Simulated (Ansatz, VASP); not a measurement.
PbS in VASP and in Ansatz

The input INCAR:

```
PREC = Accurate
ENCUT = 520
EDIFF = 1E-8
ISMEAR = -1
SIGMA = 0.05
LREAL = False
LASPH = True
NELM = 60
ALGO = Normal
ISIF = 2
LWAVE = False
LCHARG = False
GGA = PE
LEFG = True
NBANDS = 17
```

The input KPOINTS:

```
regular mesh
0
Gamma
  12 12 12
```

Contents of POSCAR:

```
PbS
1.0
    0.0000000000      3.0042711419      3.0042711419
    3.0042711419      0.0000000000      3.0042711419
    3.0042711419      3.0042711419      0.0000000000
Pb S
1 1
Direct
    0.0000000000      0.0000000000      0.0000000000
    0.5000000000      0.5000000000      0.5117682454
```

Input for Ansatz:

```yaml
crystal:
  lattice:
    - [0.0, 3.0042711419, 3.0042711419]
    - [3.0042711419, 0.0, 3.0042711419]
    - [3.0042711419, 3.0042711419, 0.0]
  atoms:
    - { symbol: Pb, position: [0.0, 0.0, 0.0] }
    - { symbol: S, position: [0.5, 0.5, 0.5117682454] }
kpoints:
  mp_grid: { grid: [12, 12, 12] }
scf:
  occupations: { method: fermi_dirac, width: 0.05 }
hamiltonian:
  xc: pbe
  pseudopotentials: { kind: paw }
output:
  forces: true
  stress: true
  eigenvalues: true
  efg: { contact_densities: true }
  write_density: true
  write_potential: true
  elf: true
  volumetric_format: npy
```

Alike in both runs: task electric field gradients; functional PBE; k mesh 12 × 12 × 12; occupations fermi-dirac, width 0.05 eV; no spin polarisation.

|  | VASP | Ansatz |
| --- | --- | --- |
| version | VASP 6.6.1 | Ansatz 0.2.0 |
| potentials or method | VASP PAW PBE potentials, release 64 (Pb_d, S) | PAW with Ansatz's default frozen-core files, scalar-relativistic |
| plane-wave cutoff (eV) | 520 | 420 |
| valence electrons in the cell | 20 | 20 |

|  | VASP | Ansatz | Ansatz less VASP |
| --- | --- | --- | --- |
| pressure (GPa) | 0.0 | 0.0 | +0.07 |
| rms of the force components (eV/Å) | 0.006 | 0.006 | -0.0003 |
| size of Vzz on the site where it differs most (V/Å²) | 2.4 | 2.5 | +0.10 |

Atom by atom the forces differ by 0.000 eV/Å (rms over components). The functional is the same, so the differences come from potentials, cutoffs and numerics.

Spin-orbit coupling is off throughout.
